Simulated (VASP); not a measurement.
The system is P.

```xyz
4
Lattice="1.6550 -5.2500 0.0000 1.6550 5.2500 0.0000 0.0000 0.0000 4.3800" Properties=species:S:1:pos:R:3 pbc="T T T"
P     1.6550    4.2210    3.9858
P     1.6550   -1.0290    2.5842
P     1.6550   -4.2210    0.3942
P     1.6550    1.0290    1.7958
```

| Quantity | Value |
| --- | --- |
| Program | VASP 6.6.1 |
| Task | relaxation of cell and atoms |
| Functional | r2SCAN |
| Potentials or basis | VASP PAW PBE potentials, release 64 (P) |
| Cutoff | 600 eV |
| k mesh | 6 × 6 × 4 |
| Occupations | gaussian, width 0.1 eV |
| Spin | no spin polarisation |

At the start: pressure 4.3 GPa; volume 19.03 Å³/atom.

Problem. Where does the relaxation end?

Solution. Over 12 steps the energy falls by 20.3 meV/atom and the volume is 20.55 Å³/atom (+8.0 %); space group Cmce (No. 64, to 0.1 Å) before and after.

Step by step:
```csv
step,energy change (eV),largest force (eV/Å),pressure (GPa),volume (Å³)
1,0.0000,0.6379,4.33,76.11
2,-0.0253,0.5139,-3.21,81.92
3,-0.0661,0.0423,-0.19,79.29
4,-0.0718,0.0996,0.04,79.32
5,-0.0721,0.1143,0.11,79.32
6,-0.0742,0.0690,0.33,79.47
7,-0.0756,0.0627,0.67,79.71
8,-0.0768,0.0555,0.57,79.99
9,-0.0794,0.0345,0.27,80.82
10,-0.0807,0.0101,-0.28,82.50
11,-0.0808,0.0061,-0.16,82.13
12,-0.0811,0.0234,-0.05,82.19
```

Final structure:
```
P
1.0
     1.65150   -5.46932    0.00000
     1.65150    5.46932    0.00000
     0.00000    0.00000    4.54964
P
4
Direct
  0.09559 0.90441 0.91073
  0.59559 0.40441 0.58927
  0.90441 0.09559 0.08927
  0.40441 0.59559 0.41073
```

Caveat: the PAW data sets were made with another functional, which shifts forces and pressure a little; the relaxation stopped at a loose force limit of 0.05 eV/Å, so its end isn't a converged minimum.
